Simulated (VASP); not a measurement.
Wanted: the native input for a VASP 6.6.1 run.

```yaml
Task: single point
Functional: PBE
Potentials_or_basis: VASP PAW PBE potentials, release 64 (Ag, I)
Cutoff: 500 eV
k_mesh: 6 × 6 × 4
Occupations: gaussian, width 0.01 eV
Spin: no spin polarisation
Dipole_correction: no
Further_INCAR_settings: ALGO = Normal; EDIFF = 1e-06; NBANDS = 26
```

The structure of AgI lies in POSCAR:

```
AgI
1.0
    4.7320297134      0.0000000000      0.0000000000
   -2.3660148567      4.0980579433      0.0000000000
    0.0000000000      0.0000000000      7.7395710538
Ag I
2 2
Direct
    0.3333333333      0.6666666667      0.0001083644
    0.6666666667      0.3333333333      0.5001083644
    0.3333333333      0.6666666667      0.3748916356
    0.6666666667      0.3333333333      0.8748916356
```

The input as run:

INCAR

```
SYSTEM = AgI
  PREC = Accurate
  ENCUT = 500
  EDIFF = 1E-6
  ISMEAR = 0
  SIGMA = 0.01
  LREAL = .False.
  LASPH = .True.
  NELM = 120
  ALGO = Normal
  ISIF = 2
  LWAVE = .False.
  LCHARG = .False.
  GGA = PE
  NBANDS = 26
  GGA_COMPAT = .False.
```

KPOINTS

```
Automatic mesh
0
Gamma
  6 6 4
  0 0 0
```

Potentials or basis: VASP PAW PBE potentials, release 64 (Ag, I).

Launch:

```bash
$ cat potpaw_PBE.64/Ag/POTCAR potpaw_PBE.64/I/POTCAR > POTCAR
$ mpirun -np 1 vasp_std > vasp.out
```

Results of the run:

The pressure is -0.8 GPa and the band gap on the k mesh is 1.37 eV.

Caveat: spin-orbit coupling is left out, which moves the levels of the heavy elements.

Run time: 49 s on 1 thread of AMD EPYC 9R45 96-Core Processor (Zen 5), with other jobs on the host, peak memory 0.25 GiB.
